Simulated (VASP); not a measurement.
# Ir in VASP: notebook, part 2 of 2

VASP 6.6.1.

### Step 3. Single point, LDA

Input file INCAR:

```
  PREC = Accurate
  ENCUT = 520
  EDIFF = 1E-7
  ISMEAR = -1
  SIGMA = 0.08
  LREAL = False
  LASPH = True
  NELM = 80
  ALGO = Normal
  ISIF = 2
  LWAVE = False
  LCHARG = False
  LDIPOL = True
  IDIPOL = 3
  DIPOL = 0.5 0.5 0.500
  NBANDS = 30
```

Input file KPOINTS:

```
regular mesh
0
Gamma
  15 15 1
```

Input file POSCAR:

```
Ir
1.0
    2.6954010160      0.0000000000      0.0000000000
   -1.3477005080      2.3342857532      0.0000000000
    0.0000000000      0.0000000000     21.6983000000
Ir
5
Direct
    0.8333333333      0.1666666667      0.2995629266
    0.1666666667      0.8333333333      0.3987913948
    0.5000000000      0.5000000000      0.4999999991
    0.8333333333      0.1666666667      0.6012086053
    0.1666666667      0.8333333333      0.7004370734
```

Potentials or basis: VASP PAW LDA potentials, release 64 (Ir).

Started as:

```sh
> cat potpaw_LDA.64/Ir/POTCAR > POTCAR
> mpirun -np 1 vasp_std > vasp.out
```

OUTCAR:

```text
PREC = Accurate
   ENCUT = 520
   EDIFF = 1E-7
   ISMEAR = -1
   LREAL = False
   LASPH = True
   NELM = 80
   ISIF = 2

 ion  position               nearest neighbor table
   1  0.833  0.167  0.300-   2 2.66   2 2.66   2 2.66
   2  0.167  0.833  0.399-   1 2.66   1 2.66   1 2.66   3 2.69   3 2.69   3 2.69
   3  0.500  0.500  0.500-   2 2.69   2 2.69   2 2.69   4 2.69   4 2.69   4 2.69
   4  0.833  0.167  0.601-   5 2.66   5 2.66   5 2.66   3 2.69   3 2.69   3 2.69
   5  0.167  0.833  0.700-   4 2.66   4 2.66   4 2.66

  LATTYP: Found a hexagonal cell.
 ALAT       =     2.6954010160
 C/A-ratio  =     8.0501193964

  Lattice vectors:

 A1 = (   2.6954010160,   0.0000000000,   0.0000000000)
 A2 = (  -1.3477005080,   2.3342857532,   0.0000000000)
 A3 = (   0.0000000000,   0.0000000000,  21.6983000000)

Analysis of symmetry for initial positions (statically):
=====================================================================
 Subroutine PRICEL returns:
 Original cell was already a primitive cell.

 Routine SETGRP: Setting up the symmetry group for a
 hexagonal supercell.

 Subroutine GETGRP returns: Found 12 space group operations
 (whereof  4 operations were pure point group operations)
 out of a pool of 24 trial point group operations.

The static configuration has the point symmetry C_2h.
 The point group associated with its full space group is D_3d.

Analysis of symmetry for dynamics (positions and initial velocities):
=====================================================================
 Subroutine PRICEL returns:
 Original cell was already a primitive cell.

 Routine SETGRP: Setting up the symmetry group for a
 hexagonal supercell.

 Subroutine GETGRP returns: Found 12 space group operations
 (whereof  4 operations were pure point group operations)
 out of a pool of 24 trial point group operations.

The dynamic configuration has the point symmetry C_2h.
 The point group associated with its full space group is D_3d.

 Subroutine INISYM returns: Found 12 space group operations
[... 129 lines left out ...]
   LHFCALC =     F    Hartree Fock is set to
   AEXX    =    0.0000 exact exchange contribution
   IVDW    =     0    specifies the selected vdW correction
   LEPSILON=     F    determine dielectric tensor
   LRPA    =     F    only Hartree local field effects (RPA)
 non-spin polarized calculation
  energy-cutoff  :      520.00
  volume of cell :      136.52
 maximum number of plane-waves:      3721
 NGX is ok and might be reduce to    20
   NGX =  9   NGY =  9   NGZ = 81

 number of electron      45.0000003 magnetization

 dipolmoment           0.000000      0.000000      0.000000 electrons x Angstroem

 Free energy of the ion-electron system (eV)
  ---------------------------------------------------
  ext. energy  EPLUGINS =         0.00000000
  ---------------------------------------------------
  free energy    TOTEN  =       -49.49013759 eV

  energy without entropy =      -49.38766111  energy(sigma->0) =      -49.43889935

 E-fermi :   2.4872     XC(G=0):  -8.1461

 val. band max:        2.4763151247   @ k =   0.2667   0.0000   0.0000
 cond. band min:       2.4919303799   @ k =   0.2667   0.2667   0.0000
 fundamental gap:      0.0156152552
 Fermi energy:         2.4871751524

 k-point     1 :       0.0000    0.0000    0.0000
  band No.  band energies     occupation
      1      -8.4722      2.00000
      2      -7.4209      2.00000
      3      -6.1638      2.00000
      4      -5.6138      2.00000
      5      -5.5211      2.00000
      6      -1.8034      2.00000
[... 781 lines left out ...]
     29       8.2526      0.00000
     30       8.7950      0.00000

 [... further k-points ...]

------------------------ aborting loop because EDIFF is reached ----------------------------------------

 vacuum level on the upper side and lower side of the slab       (xc-potential included)        -0.131        -0.131

  FORCE on cell =-STRESS in cart. coord.  units (eV):
  Direction    XX          YY          ZZ          XY          YZ          ZX
  --------------------------------------------------------------------------------------
  -------------------------------------------------------------------------------------
  Total       -3.2500253     -3.2500253      0.9269309     -0.0000000      0.0000000      0.0000000
  in kB      -38.1411867    -38.1411867     10.8781448     -0.0000000      0.0000000      0.0000000
  external PRESSURE =     -21.8014096 kB  Pullay stress =       0.0000000 kB

 VOLUME and BASIS-vectors are now :
 -----------------------------------------------------------------------------
  energy-cutoff  :      520.00
  volume of cell :      136.52
      direct lattice vectors                 reciprocal lattice vectors
     2.695401016  0.000000000  0.000000000     0.371002309  0.214198283  0.000000000
    -1.347700508  2.334285753  0.000000000     0.000000000  0.428396566  0.000000000
     0.000000000  0.000000000 21.698300000     0.000000000  0.000000000  0.046086560

 POSITION                                       TOTAL-FORCE (eV/Angst)
 -----------------------------------------------------------------------------------
      2.02155      0.38905      6.50001        -0.000000      0.000000     -0.112771
     -0.67385      1.94524      8.65310        -0.000000     -0.000000      0.003867
      0.67385      1.16714     10.84915        -0.000000      0.000000      0.000000
      2.02155      0.38905     13.04520         0.000000      0.000000     -0.003867
     -0.67385      1.94524     15.19829         0.000000      0.000000      0.112771
 -----------------------------------------------------------------------------------
    total drift:                                0.000000     -0.000000      0.000014

  FREE ENERGIE OF THE ION-ELECTRON SYSTEM (eV)
  ---------------------------------------------------
  free  energy   TOTEN  =       -49.4901375891 eV

  energy  without entropy=      -49.3876611077  energy(sigma->0) =      -49.43889935

 vacuum level on the upper side and lower side of the slab         8.226         8.226
```

OSZICAR:

```text
N       E                     dE             d eps       ncg     rms          rms(c)
DAV:   1     0.487670094828E+03    0.48767E+03   -0.19079E+04  1620   0.136E+03
DAV:   2    -0.135824193578E+02   -0.50125E+03   -0.46120E+03  1632   0.425E+02
DAV:   3    -0.507500961520E+02   -0.37168E+02   -0.33528E+02  2222   0.117E+02
DAV:   4    -0.525067131300E+02   -0.17566E+01   -0.17123E+01  1836   0.281E+01
[... 20 lines left out ...]
DAV:  25    -0.494901368851E+02   -0.45829E-06   -0.42190E-08  1004   0.229E-03    0.129E-03
DAV:  26    -0.494901371782E+02   -0.29311E-06   -0.15844E-08   966   0.625E-04    0.101E-03
DAV:  27    -0.494901374434E+02   -0.26525E-06   -0.11577E-08   974   0.806E-04    0.409E-04
DAV:  28    -0.494901375757E+02   -0.13231E-06   -0.15901E-08   968   0.695E-04    0.230E-04
DAV:  29    -0.494901375891E+02   -0.13412E-07   -0.28677E-09   966   0.574E-04
   1 F= -.49490138E+02 E0= -.49438899E+02  d E =-.102476E+00
```

Wall time 5.6 min (1 thread of Intel Xeon Platinum 8375C at 2.90GHz (Ice Lake), shared host); peak memory 0.24 GiB.

Results:

| Property | Result |
| --- | --- |
| Free energy | -49.4901 eV |
| Largest force | 0.113 eV/Å |
| Band gap on the k mesh | zero (an odd number of electrons rules out a gap without spin polarisation) |

Forces on the atoms (eV/Å):
```
Ir   0.000  0.000 -0.113
Ir   0.000  0.000  0.004
Ir   0.000  0.000  0.000
Ir   0.000  0.000 -0.004
Ir   0.000  0.000  0.113
```

Caveat: spin-orbit coupling is left out, which moves the levels of the heavy elements.
